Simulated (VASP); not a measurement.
Crystal: PIr (rocksalt type).

```
CELL_PARAMETERS angstrom
0.00000 2.46480 2.46480
2.46480 0.00000 2.46480
2.46480 2.46480 0.00000
ATOMIC_POSITIONS crystal
Ir 0.00000 0.00000 0.00000
P 0.50000 0.50000 0.50000
```

Program: VASP 6.6.1. Alike in all runs: cell as given; k mesh 13 × 13 × 13; cutoff (eV) 520; smearing fermi-dirac 0.05 eV.

Problem. Order these runs on this cell by their pressure, lowest first.
A. level r2SCAN; potentials or basis VASP PAW PBE potentials, release 64 (Ir, P); spin off
B. level PBE; potentials or basis VASP PAW PBE potentials, release 64 (Ir, P); spin non-collinear, zero start, SOC
C. level LDA; potentials or basis VASP PAW LDA potentials, release 64 (Ir, P); spin off

Solution. C (-8.9 GPa), A (-2.0 GPa), B (1.7 GPa).

Caveats: the cell stands under tension (at least some runs); the PAW data sets were made with another functional, which shifts forces and pressure a little (at least some runs).
